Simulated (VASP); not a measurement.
# Be (I4_1/amd) in VASP: further runs, part 2 of 2

VASP 6.6.1. The steps go on from the part before.

### 5 Relaxation of cell and atoms, PBE, target pressure -1.3 GPa, at which the enthalpy is minimised

The input, INCAR:

```
SYSTEM = Be
PREC = Accurate
ENCUT = 600
EDIFF = 1E-6
ISMEAR = -1
SIGMA = 0.08
LREAL = .FALSE.
LASPH = .TRUE.
NELM = 100
ALGO = Normal
ISIF = 3
LWAVE = .FALSE.
LCHARG = .FALSE.
GGA = PE
IBRION = 2
NSW = 32
EDIFFG = -0.005
PSTRESS = -13.0
```

The input, KPOINTS:

```
regular mesh
0
G
  20 20 20
  0 0 0
```

The input, POSCAR:

```
Be
1.0
   -2.1220829979      2.1220829979      1.0598459334
    2.1220829979     -2.1220829979      1.0598459334
    2.1220829979      2.1220829979     -1.0598459334
Be
2
Direct
   -0.3750000000     -0.1250000000     -0.2500000000
    0.3750000000      0.1250000000      0.2500000000
```

Potentials or basis: VASP PAW PBE potentials, release 64 (Be).

On the command line:

```sh
$ cat potpaw_PBE.64/Be/POTCAR > POTCAR
$ mpirun -np 1 vasp_std > vasp.out
```

OUTCAR:

```text
SYSTEM = Be
   PREC = Accurate
   ENCUT = 600
   EDIFF = 1E-6
   ISMEAR = -1
   LREAL = .FALSE.
   LASPH = .TRUE.
   NELM = 100
   ISIF = 3
   GGA = PE
   IBRION = 2
   NSW = 32
   EDIFFG = -0.005
   PSTRESS = -13.0

 ion  position               nearest neighbor table
   1  0.625  0.875  0.750-   2 2.19   2 2.19   2 2.19   2 2.19
   2  0.375  0.125  0.250-   1 2.19   1 2.19   1 2.19   1 2.19

  LATTYP: Found a body centered tetragonal cell.
 ALAT       =     4.2441659958
 C/A-ratio  =     0.4994366075

  Lattice vectors:

 A1 = (  -2.1220829979,   2.1220829979,   1.0598459334)
 A2 = (   2.1220829979,  -2.1220829979,   1.0598459334)
 A3 = (   2.1220829979,   2.1220829979,  -1.0598459334)

Analysis of symmetry for initial positions (statically):
=====================================================================
 Subroutine PRICEL returns:
 Original cell was already a primitive cell.

 Routine SETGRP: Setting up the symmetry group for a
 body centered tetragonal supercell.

 Subroutine GETGRP returns: Found 16 space group operations
 (whereof  4 operations were pure point group operations)
 out of a pool of 16 trial point group operations.

The static configuration has the point symmetry C_2h.
 The point group associated with its full space group is D_4h.

Analysis of symmetry for dynamics (positions and initial velocities):
=====================================================================
 Subroutine PRICEL returns:
 Original cell was already a primitive cell.

 Routine SETGRP: Setting up the symmetry group for a
 body centered tetragonal supercell.

 Subroutine GETGRP returns: Found 16 space group operations
[... 176 lines left out ...]
      2.12208      1.06104      0.79488         0.000000     -0.000000      0.000000
     -0.00000      1.06104      0.26496        -0.000000      0.000000     -0.000000
 -----------------------------------------------------------------------------------
    total drift:                                0.000000      0.000000      0.000000

  FREE ENERGIE OF THE ION-ELECTRON SYSTEM (eV)
  ---------------------------------------------------
  free  energy   TOTEN  =        -6.0903341504 eV

  energy  without entropy=       -6.0781023016  energy(sigma->0) =       -6.08421823

  enthalpy is  TOTEN    =        -6.2452372937 eV   P V=       -0.1549031433

--------------------------------------- Ionic step        2  -------------------------------------------

 number of electron       4.0000000 magnetization

 Free energy of the ion-electron system (eV)
  ---------------------------------------------------
  ext. energy  EPLUGINS =         0.00000000
  ---------------------------------------------------
  free energy    TOTEN  =        -6.09020905 eV

  energy without entropy =       -6.07798151  energy(sigma->0) =       -6.08409528

 E-fermi :   5.4003     XC(G=0):  -9.9854

 val. band max:        5.3849425580   @ k =  -0.1500  -0.3500   0.0500
 cond. band min:       5.4049977764   @ k =  -0.1500   0.5000   0.1500
 fundamental gap:      0.0200552184
 Fermi energy:         5.4002629357

 k-point     1 :       0.0000    0.0000    0.0000
  band No.  band energies     occupation
      1      -4.7529      2.00000
      2       6.1380      0.00020
      3       6.1380      0.00020
      4      12.1298      0.00000
      5      13.0821      0.00000
      6      19.3740      0.00000
[... 199 lines left out ...]
 k-point    24 :      -0.3500    0.0500   -0.0000
  band No.  band energies     occupation
      1      -1.6769      2.00000
      2       5.9813      0.00140
      3       7.2245      0.00000
      4      10.8225      0.00000
      5      13.6910      0.00000
      6      16.8436      0.00000

 [... further k-points ...]

------------------------ aborting loop because EDIFF is reached ----------------------------------------

  FORCE on cell =-STRESS in cart. coord.  units (eV):
  Direction    XX          YY          ZZ          XY          YZ          ZX
  --------------------------------------------------------------------------------------
  -------------------------------------------------------------------------------------
  Total       -0.1519213     -0.1519213     -0.1543629     -0.0000000     -0.0000000      0.0000000
  in kB      -12.7389277    -12.7389277    -12.9436580     -0.0000000     -0.0000000      0.0000000
  external PRESSURE =       0.1928288 kB  Pullay stress =     -13.0000000 kB

 VOLUME and BASIS-vectors are now :
 -----------------------------------------------------------------------------
  energy-cutoff  :      600.00
  volume of cell :       19.11
      direct lattice vectors                 reciprocal lattice vectors
    -2.122495498  2.122495498  1.060334629     0.000000000  0.235571760  0.471549251
     2.122495498 -2.122495498  1.060334629     0.235571760  0.000000000  0.471549251
     2.122495498  2.122495498 -1.060334629     0.235571760  0.235571760  0.000000000

 POSITION                                       TOTAL-FORCE (eV/Angst)
 -----------------------------------------------------------------------------------
      2.12250      1.06125      0.79525         0.000000     -0.000000      0.000000
      0.00000      1.06125      0.26508        -0.000000      0.000000     -0.000000
 -----------------------------------------------------------------------------------
    total drift:                               -0.000000      0.000000     -0.000000

  FREE ENERGIE OF THE ION-ELECTRON SYSTEM (eV)
  ---------------------------------------------------
  free  energy   TOTEN  =        -6.0902090490 eV

  energy  without entropy=       -6.0779815088  energy(sigma->0) =       -6.08409528

  enthalpy is  TOTEN    =        -6.2452438734 eV   P V=       -0.1550348244

 reached required accuracy - stopping structural energy minimisation
```

CONTCAR:

```text
Be
   1.00000000000000
    -2.1224954976552199    2.1224954976552199    1.0603346293412399
     2.1224954976552199   -2.1224954976552199    1.0603346293412399
     2.1224954976552199    2.1224954976552199   -1.0603346293412399
  Be
     2
Direct
     0.6250000000000000    0.8750000000000000    0.7500000000000000
     0.3750000000000000    0.1250000000000000    0.2500000000000000

  0.00000000E+00  0.00000000E+00  0.00000000E+00
  0.00000000E+00  0.00000000E+00  0.00000000E+00
```

Wall time 47 s (1 thread of Intel Xeon 6975P-C (Granite Rapids), shared host); peak memory 0.21 GiB.

What came out:

```yaml
Free_energy: -6.0902 eV
Relaxed_volume: 9.55 Å³/atom
Relaxed_cell: a = 3.183 Å, b = 3.183 Å, c = 3.183 Å, α = 96.37°, β = 96.37°, γ = 141.09°
Space_group_after_relaxing_to_0.1_Å: I4_1/amd (No. 141)
Energy_change_on_relaxing_the_run_minimises_the_enthalpy: +0.1 meV/atom
Ionic_steps: 2
Pressure_after_relaxing: -1.3 GPa
Band_gap_on_the_k_mesh: zero (bands 2 and 3 overlap by 5.49 eV)
```

Step by step:
| step | energy change (eV) | largest force (eV/Å) | pressure (GPa) | volume (Å³) |
| --- | --- | --- | --- | --- |
| 1 | 0.0000 | 0.0000 | -1.20 | 19.09 |
| 2 | 0.0001 | 0.0000 | -1.28 | 19.11 |

Final structure:
```
Be
1.0
    -2.12250    2.12250    1.06033
     2.12250   -2.12250    1.06033
     2.12250    2.12250   -1.06033
Be
2
Direct
  0.62500 0.87500 0.75000
  0.37500 0.12500 0.25000
```

Caveat: the cell is relaxed towards a set pressure, so the run minimises the enthalpy, not the energy.

### 6 Summary

```csv
task,cell,cutoff (eV),gap on the mesh (eV),pressure (GPa)
single point,"a = 3.183 Å, angles 96.4, 96.4, 141.1°, 2 atoms",520,none,-1.2
relaxation of cell and atoms,"relaxed to -1.3 GPa from a = 2.965 Å, angles 97.5, 97.5, 137.5°, 2 atoms",600,none,-1.3
relaxation of cell and atoms,"relaxed to -1.3 GPa from a = 3.183 Å, angles 96.4, 96.4, 141.1°, 2 atoms",600,none,-1.3
```

Alike in all rows: level PBE; potentials or basis VASP PAW PBE potentials, release 64 (Be); no spin polarisation; k mesh 20 × 20 × 20; smearing fermi-dirac 0.08 eV.

Caveats: the cell is relaxed towards a set pressure, so the run minimises the enthalpy, not the energy (at least some runs); the volume moved by over 15 % at a fixed basis, so the end points are rough (at least some runs).

Total energies depend on the potentials used, so only differences within one code and one set of settings carry meaning.

The gap in the log of VASP goes by the Fermi energy; the results here count the filled bands.